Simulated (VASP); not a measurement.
# NiOs8PdPt2 (P1) in VASP: notebook, part 2 of 2

VASP 6.6.1.

## Step 3: Single point, PBE, collinear spin, ferromagnetic start

This run uses another cell than the first one, of 14.33 Å³/atom.

File INCAR:

```
PREC     = Accurate       # precision mode
ENCUT    = 520            # plane-wave cutoff, eV
EDIFF    = 1E-6           # SCF threshold, eV
ISMEAR   = 0              # smearing method
SIGMA    = 0.1            # smearing width, eV
LREAL    = F              # projectors in reciprocal space
LASPH    = T              # aspherical terms in the spheres
NELM     = 150            # most SCF steps
ALGO     = Normal         # electronic algorithm
ISIF     = 2              # what is computed and relaxed
LWAVE    = F              # write WAVECAR
LCHARG   = T              # write CHGCAR
ISPIN    = 2              # spin polarisation
MAGMOM   = 2 0 0 0 0 0 0 0 0 0 0 0 # initial moments
LORBIT   = 11             # projections on sites
LMAXMIX  = 4              # l up to which the mixer works
GGA      = PE             # functional
LELF     = T              # ELF
LVHAR    = T            
NBANDS   = 68             # bands
ISYM     = 0
```

File KPOINTS:

```
Automatic mesh
0
Gamma
  3 2 2
  0 0.5 0.5
```

File POSCAR:

```
NiOs8PdPt2
1.0
    4.1211253117      2.3767728319     -0.0186452465
   -0.0126185984      4.7409542180      4.4019443646
    4.0948486901     -2.3657078529      4.3849515668
Ni Pd Os Pt
1 1 8 2
Direct
    0.9537962721      0.0351898378      0.7160710402
    0.5391820272      0.7979071040      0.4553731139
    0.0386579745      0.2941264590      0.9512422712
    0.0523119947      0.6290510840      0.6243492083
    0.0420750890      0.9458579154      0.2885831713
    0.5527271011      0.1231600023      0.1262089187
    0.9546035729      0.7142503129      0.0305113769
    0.4566358409      0.5371934311      0.2114466630
    0.4538132346      0.8898675791      0.8800915214
    0.4447359350      0.2080303555      0.5443817659
    0.5358038943      0.4599848041      0.7973578188
    0.9664882047      0.3650201238      0.3704099281
```

Potentials or basis: VASP PAW PBE potentials, release 64 (Ni, Pd, Os, Pt).

Command:

```
$ cat potpaw_PBE.64/Ni/POTCAR potpaw_PBE.64/Pd/POTCAR potpaw_PBE.64/Os/POTCAR potpaw_PBE.64/Pt/POTCAR > POTCAR
$ mpirun -np 1 vasp_std > vasp.out
```

OUTCAR:

```text
PREC = Accurate
   ENCUT = 520
   EDIFF = 1E-6
   ISMEAR = 0
   LREAL = F
   LASPH = T
   NELM = 150
   ISIF = 2
   ISPIN = 2
   LORBIT = 11
   GGA = PE
   ISYM = 0

 ion  position               nearest neighbor table
   1  0.954  0.035  0.716-   7 2.61   4 2.64   9 2.66   6 2.66   3 2.68   2 2.73  10 2.73   9 2.74
                            11 2.76  12 2.77   5 2.78  10 2.80
   2  0.539  0.798  0.455-  10 2.67   5 2.68   6 2.69   4 2.70   8 2.72   1 2.73   5 2.74   7 2.75
                             9 2.77  11 2.79   4 2.81  12 2.82
   3  0.039  0.294  0.951-   9 2.65  10 2.65   1 2.68   6 2.70  11 2.71  12 2.71   4 2.72   7 2.72
                             8 2.73  11 2.73   5 2.81   6 2.84
   4  0.052  0.629  0.624-   7 2.62   1 2.64   5 2.68   8 2.68   2 2.70  11 2.70  10 2.71   3 2.72
                            12 2.80   9 2.80   2 2.81  11 2.82
   5  0.042  0.946  0.289-   9 2.65   7 2.67   8 2.67   2 2.68   4 2.68   6 2.69  12 2.73   2 2.74
                             1 2.78  10 2.80   3 2.81   6 2.83
   6  0.553  0.123  0.126-   9 2.65   1 2.66   7 2.67   8 2.68  10 2.68   5 2.69   2 2.69  12 2.70
                             3 2.70  11 2.73   5 2.83   3 2.84
   7  0.955  0.714  0.031-   1 2.61   4 2.62   5 2.67   6 2.67   9 2.68  11 2.69   3 2.72   2 2.75
                             8 2.78   9 2.78   8 2.81  12 2.83
   8  0.457  0.537  0.211-   5 2.67  11 2.68   6 2.68   4 2.68  10 2.72   2 2.72  12 2.73   3 2.73
                            12 2.76   7 2.78   9 2.81   7 2.81
[... 997 lines left out ...]
      4.05080     -0.76404      5.46516        -0.003705      0.023157     -0.017372
      2.76426      1.62961      5.50581         0.023209      0.005172     -0.008296
      1.34317      3.90157      5.42825         0.006968     -0.027081     -0.017564
      2.79311      1.59903      1.08526         0.034477     -0.001655     -0.002532
      4.04997      5.58292      3.26008        -0.013981      0.023070      0.011867
      2.74092      3.13191      3.28336         0.001182     -0.018609      0.010191
      5.46283      3.21539      7.76784        -0.011900      0.004083      0.010105
      4.05935      0.75545      3.29453        -0.018192     -0.013028      0.018808
      5.46737      1.56794      5.51121        -0.010892      0.009783     -0.020838
      5.49519      3.15138      3.21301         0.003164     -0.015105      0.012025
 -----------------------------------------------------------------------------------
    total drift:                               -0.000490      0.000479     -0.000187

  FREE ENERGIE OF THE ION-ELECTRON SYSTEM (eV)
  ---------------------------------------------------
  free  energy   TOTEN  =      -111.0154215651 eV

  energy  without entropy=     -110.9630269459  energy(sigma->0) =     -110.98922426

 total charge

# of ion       s       p       d       tot
------------------------------------------
    1        0.445   0.508   8.325   9.278
    2        0.554   0.723   8.466   9.743
    3        0.641   0.700   5.993   7.335
    4        0.638   0.683   5.944   7.265
    5        0.644   0.684   5.964   7.292
    6        0.646   0.725   5.958   7.329
    7        0.643   0.715   5.948   7.306
    8        0.637   0.691   5.998   7.326
    9        0.646   0.681   5.957   7.284
   10        0.635   0.678   5.938   7.252
   11        0.714   0.769   8.006   9.489
   12        0.706   0.750   7.998   9.453
--------------------------------------------------
tot          7.549   8.308  80.494  96.351

 magnetization (x)

# of ion       s       p       d       tot
------------------------------------------
    1       -0.000  -0.000  -0.000  -0.000
    2       -0.000  -0.000  -0.000  -0.000
    3       -0.000  -0.000  -0.000  -0.000
    4       -0.000  -0.000  -0.000  -0.000
    5       -0.000  -0.000  -0.000  -0.000
    6       -0.000  -0.000  -0.000  -0.000
    7        0.000   0.000  -0.000   0.000
    8        0.000   0.000   0.000   0.000
    9       -0.000  -0.000  -0.000  -0.000
   10       -0.000  -0.000  -0.000  -0.000
   11        0.000  -0.000  -0.000  -0.000
   12        0.000   0.000  -0.000  -0.000
--------------------------------------------------
tot         -0.000  -0.000  -0.000  -0.000
```

OSZICAR:

```text
N       E                     dE             d eps       ncg     rms          rms(c)
DAV:   1     0.922887863629E+03    0.92289E+03   -0.47579E+04  1632   0.156E+03
DAV:   2    -0.157603500493E+02   -0.93865E+03   -0.89574E+03  1636   0.492E+02
[... 14 lines left out ...]
DAV:  17    -0.111016314328E+03    0.49915E-03   -0.13215E-03  2284   0.254E-01    0.393E-01
DAV:  18    -0.111015401469E+03    0.91286E-03   -0.26384E-03  2392   0.713E-01    0.599E-02
DAV:  19    -0.111015512813E+03   -0.11134E-03   -0.56039E-04  2448   0.299E-01    0.131E-01
DAV:  20    -0.111015420202E+03    0.92611E-04   -0.37080E-04  2352   0.259E-01    0.227E-02
DAV:  21    -0.111015421148E+03   -0.94607E-06   -0.28582E-05  2276   0.488E-02    0.125E-02
DAV:  22    -0.111015421565E+03   -0.41704E-06   -0.30790E-06  1192   0.151E-02
   1 F= -.11101542E+03 E0= -.11098922E+03  d E =-.523946E-01  mag=    -0.0001
```

Wall time 4.5 min (1 thread of Intel Xeon 8259CL, shared host); peak memory 0.38 GiB.

What came out:

```yaml
Free_energy: -111.0154 eV
Pressure: -0.3 GPa
Largest_force: 0.035 eV/Å
Band_gap_on_the_k_mesh: zero (filled and empty bands overlap)
Net_moment: 0.00 μB per cell
Valence_electrons_inside_the_program's_atomic_spheres: Ni 9.28; Pd 9.74; Os 7.33, 7.26, 7.29, 7.31, 7.28, 7.25 (each value once); Pt 9.49, 9.45
```

Forces on the atoms (eV/Å):
```
Ni  -0.011  0.010 -0.007
Pd   0.001  0.000  0.011
Os  -0.004  0.023 -0.017
Os   0.023  0.005 -0.008
Os   0.007 -0.027 -0.018
Os   0.034 -0.002 -0.003
Os  -0.014  0.023  0.012
Os   0.001 -0.019  0.010
Os  -0.012  0.004  0.010
Os  -0.018 -0.013  0.019
Pt  -0.011  0.010 -0.021
Pt   0.003 -0.015  0.012
```

Levels at points of the mesh, in eV from the Fermi level:
Spin up:
| k point | band 50 | band 51 | band 52 | band 53 | band 54 | band 55 |
| --- | --- | --- | --- | --- | --- | --- |
| (0.00, 0.25, 0.25) | -0.44 | -0.33 | -0.17 | 0.11 | 0.31 | 0.41 |
Spin down:
```
           k point  band 49  band 50  band 51  band 52  band 53  band 54  band 55  band 56
(0.00, 0.25, 0.25)    -0.58    -0.44    -0.33    -0.17     0.11     0.31     0.41     0.65
```

Caveat: the k points lie up to 0.52 Å⁻¹ apart; the moments typed at the start vanished in this run; spin-orbit coupling is left out, which moves the levels of the heavy elements.
